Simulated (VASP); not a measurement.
# Ge4S (P-6m2) in VASP: further runs, part 2 of 2

VASP 6.6.1. Earlier steps stand in the parts before.

### Step 3. Relaxation of cell and atoms, PBE

This run uses another cell than the first one, of 23.18 Å³/atom.

The input, INCAR:

```
SYSTEM = Ge4S
ALGO     = Normal         ! electronic algorithm
EDIFF    = 1E-7           ! SCF threshold, eV
EDIFFG   = -0.08          ! ionic threshold
ENCUT    = 600            ! plane-wave cutoff, eV
GGA      = PE             ! functional
IBRION   = 2              ! ionic algorithm
ISIF     = 3              ! what is computed and relaxed
ISMEAR   = 0              ! smearing method
LASPH    = .True.         ! aspherical terms in the spheres
LCHARG   = .False.        ! write CHGCAR
LREAL    = .False.        ! projectors in reciprocal space
LWAVE    = .False.        ! write WAVECAR
NELM     = 100            ! most SCF steps
NSW      = 36             ! ionic steps
PREC     = Accurate       ! precision mode
SIGMA    = 0.2            ! smearing width, eV
```

The input, KPOINTS:

```
k-points
0
Gamma
  5 5 2
  0 0 0
```

The input, POSCAR:

```
Ge4S
1.0
    3.9800000000      0.0000000000      0.0000000000
   -1.9900000000      3.4467811100      0.0000000000
    0.0000000000      0.0000000000      8.4500000000
Ge S
4 1
Direct
    0.0000000000      0.0000000000      0.7396000000
    0.0000000000      0.0000000000      0.2604000000
    0.3333333300      0.6666666700      0.3550000000
    0.3333333300      0.6666666700      0.6450000000
    0.0000000000      0.0000000000      0.0000000000
```

Potentials or basis: VASP PAW PBE potentials, release 64 (Ge_d, S).

Command:

```console
> cat potpaw_PBE.64/Ge_d/POTCAR potpaw_PBE.64/S/POTCAR > POTCAR
> mpirun -np 1 vasp_std > vasp.out
```

Run time: 4.8 min. Hardware: 1 thread of Intel Xeon Platinum 8259CL at 2.50GHz (Skylake/Cascade Lake), shared host; peak memory 0.27 GiB.

Results (log left out):

| Item | Value |
| --- | --- |
| Free energy | -21.6085 eV |
| Relaxed volume | 25.72 Å³/atom |
| Relaxed cell | a = 4.178 Å, b = 4.178 Å, c = 8.507 Å, α = 90.00°, β = 90.00°, γ = 120.00° |
| Space group after relaxing (to 0.1 Å) | P-6m2 (No. 187) |
| Energy gained by relaxing | 41.2 meV/atom |
| Ionic steps | 7 |
| Pressure after relaxing | -0.1 GPa |
| Largest force after relaxing | 0.078 eV/Å |
| Band gap on the k mesh | zero (bands 31 and 32 overlap by 0.44 eV) |

Forces in eV/Å, atoms in the order of the input:
```
Ge   0.000  0.000 -0.078
Ge   0.000  0.000  0.078
Ge   0.000  0.000 -0.018
Ge   0.000  0.000  0.018
S    0.000  0.000  0.000
```

Stress tensor (GPa, compression positive):
```
-0.23  0.00  0.00
 0.00 -0.23  0.00
 0.00  0.00  0.09
```

Step by step:
| step | energy change (eV) | largest force (eV/Å) | pressure (GPa) | volume (Å³) |
| --- | --- | --- | --- | --- |
| 1 | 0.0000 | 0.1469 | 5.46 | 115.92 |
| 2 | -0.1659 | 0.1087 | -1.15 | 129.67 |
| 3 | -0.1748 | 0.0696 | -0.09 | 126.86 |
| 4 | -0.1923 | 0.3082 | 0.11 | 127.79 |
| 5 | -0.1928 | 0.2719 | 0.06 | 127.66 |
| 6 | -0.2020 | 0.1638 | -0.02 | 128.12 |
| 7 | -0.2058 | 0.0777 | -0.12 | 128.62 |

Final structure:
```xyz
5
Lattice="4.1783 0.0000 0.0000 -2.0892 3.6185 0.0000 0.0000 0.0000 8.5070" Properties=species:S:1:pos:R:3 pbc="T T T"
Ge    0.0000    0.0000    6.2697
Ge    0.0000    0.0000    2.2373
Ge    0.0000    2.4123    2.9982
Ge    0.0000    2.4123    5.5088
S     0.0000    0.0000    0.0000
```

Levels at points of the mesh, in eV from the Fermi level:
```tsv
k point	band 28	band 29	band 30	band 31	band 32	band 33	band 34	band 35
(0.00, 0.00, 0.00)	-0.63	-0.63	-0.52	-0.41	-0.41	0.08	2.82	2.98
(0.00, 0.00, 0.50)	-1.49	-1.41	-1.41	-0.42	0.37	0.37	1.38	2.44
```

Caveat: the k points lie up to 0.37 Å⁻¹ apart in the final cell; the relaxation stopped at a loose force limit of 0.08 eV/Å, so its end isn't a converged minimum.

### Step 4. Single point, PBE

This run uses another cell than the first one, of 25.48 Å³/atom.

The input, INCAR:

```
SYSTEM = Ge4S
  PREC = Accurate
  ENCUT = 520
  EDIFF = 1E-6
  ISMEAR = 0
  SIGMA = 0.1
  LREAL = .False.
  LASPH = .True.
  NELM = 100
  ALGO = Normal
  ISIF = 2
  LWAVE = .False.
  LCHARG = .False.
  GGA = PE
  NBANDS = 39
```

The input, KPOINTS:

```
Automatic mesh
0
Gamma
  12 12 4
  0 0 0
```

The input, POSCAR:

```
Ge4S
1.0
    4.1449784931      0.0000000000      0.0000000000
   -2.0724892465      3.5896566732      0.0000000000
    0.0000000000      0.0000000000      8.5619163861
Ge S
4 1
Direct
    0.0000000000      0.0000000000      0.7393325832
    0.0000000000      0.0000000000      0.2606674168
    0.3333333333      0.6666666667      0.3526032965
    0.3333333333      0.6666666667      0.6473967035
    0.0000000000      0.0000000000      0.0000000000
```

Potentials or basis: VASP PAW PBE potentials, release 64 (Ge_d, S).

Command:

```console
> cat potpaw_PBE.64/Ge_d/POTCAR potpaw_PBE.64/S/POTCAR > POTCAR
> mpirun -np 1 vasp_std > vasp.out
```

OUTCAR:

```text
SYSTEM = Ge4S
   PREC = Accurate
   ENCUT = 520
   EDIFF = 1E-6
   ISMEAR = 0
   LREAL = .False.
   LASPH = .True.
   NELM = 100
   ISIF = 2
   GGA = PE

 ion  position               nearest neighbor table
   1  0.000  0.000  0.739-   5 2.23   4 2.52   4 2.52   4 2.52
   2  0.000  0.000  0.261-   5 2.23   3 2.52   3 2.52   3 2.52
   3  0.333  0.667  0.353-   2 2.52   2 2.52   2 2.52   4 2.52
   4  0.333  0.667  0.647-   1 2.52   1 2.52   1 2.52   3 2.52
   5  0.000  0.000  0.000-   1 2.23   2 2.23

  LATTYP: Found a hexagonal cell.
 ALAT       =     4.1449784931
 C/A-ratio  =     2.0656117759

  Lattice vectors:

 A1 = (   4.1449784931,   0.0000000000,   0.0000000000)
 A2 = (  -2.0724892465,   3.5896566732,   0.0000000000)
 A3 = (   0.0000000000,   0.0000000000,   8.5619163861)

Analysis of symmetry for initial positions (statically):
=====================================================================
 Subroutine PRICEL returns:
 Original cell was already a primitive cell.

 Routine SETGRP: Setting up the symmetry group for a
 hexagonal supercell.

 Subroutine GETGRP returns: Found 12 space group operations
 (whereof 12 operations were pure point group operations)
 out of a pool of 24 trial point group operations.

The static configuration has the point symmetry D_3h.

Analysis of symmetry for dynamics (positions and initial velocities):
=====================================================================
 Subroutine PRICEL returns:
 Original cell was already a primitive cell.

 Routine SETGRP: Setting up the symmetry group for a
 hexagonal supercell.

 Subroutine GETGRP returns: Found 12 space group operations
 (whereof 12 operations were pure point group operations)
 out of a pool of 24 trial point group operations.

The dynamic configuration has the point symmetry D_3h.

 Subroutine INISYM returns: Found 12 space group operations
 (whereof 12 operations are pure point group operations),
[... 122 lines left out ...]
     AMIX_MAG =   1.60;   BMIX_MAG =  1.00
  volume/ion in A,a.u.               =      25.48       171.94
  Fermi-wavevector in a.u.,A,eV,Ry     =   1.287726  2.433449 22.561688  1.658237
  Thomas-Fermi vector in A             =   2.419722
   LORBIT       =      0    0 simple, 1 ext, 2 COOP (PROOUT), +10 PAW based schemes
   GGA     = PE    functional components
   LHFCALC =     F    Hartree Fock is set to
   AEXX    =    0.0000 exact exchange contribution
   IVDW    =     0    specifies the selected vdW correction
   LEPSILON=     F    determine dielectric tensor
   LRPA    =     F    only Hartree local field effects (RPA)
 non-spin polarized calculation
 Gauss-broadening in eV      SIGMA  =   0.10
  energy-cutoff  :      520.00
  volume of cell :      127.39
 maximum number of plane-waves:      3500
 NGX is ok and might be reduce to    32
   NGX = 15   NGY = 15   NGZ = 31

 number of electron      61.9999983 magnetization

 Free energy of the ion-electron system (eV)
  ---------------------------------------------------
  ext. energy  EPLUGINS =         0.00000000
  ---------------------------------------------------
  free energy    TOTEN  =       -21.57816676 eV

  energy without entropy =      -21.57126514  energy(sigma->0) =      -21.57471595

 E-fermi :   3.5741     XC(G=0):  -9.1085

 val. band max:        3.5681235414   @ k =   0.4167  -0.0000   0.0000
 cond. band min:       3.5824392925   @ k =   0.5000  -0.0000   0.2500
 fundamental gap:      0.0143157511
 Fermi energy:         3.5740532522

 k-point     1 :       0.0000    0.0000    0.0000
  band No.  band energies     occupation
      1     -21.5962      2.00000
      2     -21.5873      2.00000
      3     -21.5558      2.00000
      4     -21.5558      2.00000
      5     -21.5540      2.00000
      6     -21.5540      2.00000
[... 997 lines left out ...]
     38       9.6594      0.00000
     39      10.0719      0.00000

 [... further k-points ...]

------------------------ aborting loop because EDIFF is reached ----------------------------------------

  FORCE on cell =-STRESS in cart. coord.  units (eV):
  Direction    XX          YY          ZZ          XY          YZ          ZX
  --------------------------------------------------------------------------------------
  -------------------------------------------------------------------------------------
  Total       -0.1223547     -0.1223547     -0.2057783     -0.0000000      0.0000000     -0.0000000
  in kB       -1.5388105     -1.5388105     -2.5879989     -0.0000000      0.0000000     -0.0000000
  external PRESSURE =      -1.8885400 kB  Pullay stress =       0.0000000 kB

 VOLUME and BASIS-vectors are now :
 -----------------------------------------------------------------------------
  energy-cutoff  :      520.00
  volume of cell :      127.39
      direct lattice vectors                 reciprocal lattice vectors
     4.144978493  0.000000000  0.000000000     0.241255775  0.139289087  0.000000000
    -2.072489246  3.589656673  0.000000000     0.000000000  0.278578174  0.000000000
     0.000000000  0.000000000  8.561916386     0.000000000  0.000000000  0.116796282

 POSITION                                       TOTAL-FORCE (eV/Angst)
 -----------------------------------------------------------------------------------
      0.00000      0.00000      6.33010         0.000000     -0.000000      0.017094
      0.00000      0.00000      2.23181         0.000000     -0.000000     -0.017094
     -0.00000      2.39310      3.01896        -0.000000      0.000000     -0.004068
     -0.00000      2.39310      5.54296        -0.000000      0.000000      0.004068
      0.00000      0.00000      0.00000         0.000000     -0.000000      0.000000
 -----------------------------------------------------------------------------------
    total drift:                               -0.000002      0.000001     -0.000000

  FREE ENERGIE OF THE ION-ELECTRON SYSTEM (eV)
  ---------------------------------------------------
  free  energy   TOTEN  =       -21.5781667583 eV

  energy  without entropy=      -21.5712651391  energy(sigma->0) =      -21.57471595
```

stdout:

```text
POSCAR found type information on POSCAR GeS
 POSCAR found :  2 types and       5 ions
 scaLAPACK will be used
 LDA part: xc-table for (Slater+PW92), standard interpolation
 POSCAR, INCAR and KPOINTS ok, starting setup
 FFT: planning ... GRIDC
 FFT: planning ... GRID_SOFT
 FFT: planning ... GRID
 WAVECAR not read
 entering main loop
```

Wall time 3.7 min (1 thread of Intel Xeon Platinum 8259CL at 2.50GHz (Skylake/Cascade Lake), shared host); peak memory 0.37 GiB.

What came out:

```yaml
Free_energy: -21.5782 eV
Pressure: -0.2 GPa
Largest_force: 0.017 eV/Å
Band_gap_on_the_k_mesh: zero (bands 31 and 32 overlap by 0.66 eV)
```

Forces in eV/Å, atoms in the order of the input:
```
Ge   0.000  0.000  0.017
Ge   0.000  0.000 -0.017
Ge   0.000  0.000 -0.004
Ge   0.000  0.000  0.004
S    0.000  0.000  0.000
```

### Step 5. Summary

```csv
task,cell,k mesh,cutoff (eV),smearing,gap on the mesh (eV),pressure (GPa),largest force (eV/Å)
single point,"a = 4.169, b = 4.169, c = 8.510 Å, angles 90.0, 90.0, 120.0°, 5 atoms, atomic positions A",5 × 5 × 2,520,gaussian 0.2 eV,none,-0.1,0.03
relaxation of cell and atoms,"relaxed from a = 3.980, b = 3.980, c = 8.450 Å, angles 90.0, 90.0, 120.0°, 5 atoms, atomic positions B",5 × 5 × 2,600,gaussian 0.2 eV,none,-0.1,0.08
single point,"a = 4.145, b = 4.145, c = 8.562 Å, angles 90.0, 90.0, 120.0°, 5 atoms, atomic positions C",12 × 12 × 4,520,gaussian 0.1 eV,none,-0.2,0.02
```

Alike in all rows: level PBE; potentials or basis VASP PAW PBE potentials, release 64 (Ge_d, S); no spin polarisation.

Caveats: some runs use coarse meshes; the relaxation stopped at a loose force limit of 0.08 eV/Å, so its end isn't a converged minimum (at least some runs).

Absolute energies hang on the potentials; compare differences alone.
